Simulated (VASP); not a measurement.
A run of VASP 6.6.1:

Contents of INCAR:

```
SYSTEM = Si
PREC = Accurate ; ENCUT = 520
EDIFF = 1E-6 ; ISMEAR = 0
SIGMA = 0.02 ; LREAL = Auto
LASPH = .TRUE. ; NELM = 60
ALGO = Normal ; ISIF = 2
LWAVE = .FALSE. ; LCHARG = .FALSE.
GGA = PE ; IBRION = 2
NSW = 80 ; EDIFFG = -0.03
```

KPOINTS

```
Automatic mesh
0
G
  2 2 2
  0 0 0
```

The input POSCAR:

```
Si
1.0
    0.0000000000      5.4300000000      5.4300000000
    5.4300000000      0.0000000000      5.4300000000
    5.4300000000      5.4300000000      0.0000000000
Si
17
Direct
    0.0000000000      0.0000000000      0.0000000000
    0.1250000000      0.1250000000      0.1250000000
    0.0000000000      0.0000000000      0.5000000000
    0.1250000000      0.1250000000      0.6250000000
    0.0000000000      0.5000000000      0.0000000000
    0.1250000000      0.6250000000      0.1250000000
    0.0000000000      0.5000000000      0.5000000000
    0.1250000000      0.6250000000      0.6250000000
    0.5000000000      0.0000000000      0.0000000000
    0.6250000000      0.1250000000      0.1250000000
    0.5000000000      0.0000000000      0.5000000000
    0.6250000000      0.1250000000      0.6250000000
    0.5000000000      0.5000000000      0.0000000000
    0.6250000000      0.6250000000      0.1250000000
    0.5000000000      0.5000000000      0.5000000000
    0.6250000000      0.6250000000      0.6250000000
    0.2446036800      0.2498149100      1.2569150600
```

Potentials or basis: VASP PAW PBE potentials, release 64 (Si).

Run with:

```bash
$ cat potpaw_PBE.64/Si/POTCAR > POTCAR
$ mpirun -np 1 vasp_std > vasp.out
```

Hardware: 1 thread of Oxide Virtual Turin-like Processor (shared host).

How long does it take, and how much memory?

Wall time 7.3 min on 1 thread of Oxide Virtual Turin-like Processor, on a shared host, peak memory 0.5 GiB. Counts: scf iterations 42, k points 8, ion steps 7.
